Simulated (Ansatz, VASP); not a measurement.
Two plane-wave programs on SiC

```
Si C
1.0
     4.34800    0.00000    0.00000
     0.00000    2.17400   -2.17400
     0.00000    7.58266    7.58266
Si C
6 6
Direct
  0.00000 0.00000 0.78843
  0.50000 0.50000 0.07166
  0.00000 0.00000 0.21502
  0.50000 0.50000 0.35837
  0.00000 0.00000 0.50172
  0.50000 0.50000 0.64508
  0.75000 0.00000 0.35837
  0.25000 0.50000 0.50172
  0.75000 0.00000 0.64508
  0.25000 0.50000 0.78843
  0.75000 0.00000 0.07166
  0.25000 0.50000 0.21502
```

Alike in both runs: task single point; functional PBE; k mesh 6 × 9 × 3; occupations gaussian, width 0.05 eV; no spin polarisation.

```csv
,VASP,Ansatz
version,VASP 6.6.1,Ansatz 0.2.0
potentials or method,"VASP PAW PBE potentials, release 64 (Si, C), cutoff 520 eV","scalar-relativistic, plane waves, PAW"
valence electrons in the cell,48,48
```

```csv
,VASP,Ansatz,Ansatz less VASP
gap on the k mesh at the Fermi level (eV),0.77,0.78,+0.007
least direct gap on the mesh (eV),0.95,0.95,+0.005
pressure (GPa),-2.4,-2.4,+0.01
"traceless stress, the component that is largest in VASP (GPa)",-4.88,-4.81,+0.066
rms of the force components (eV/Å),0.770,0.771,+0.0014
```

Atom by atom the forces differ by 0.003 eV/Å (rms over components).
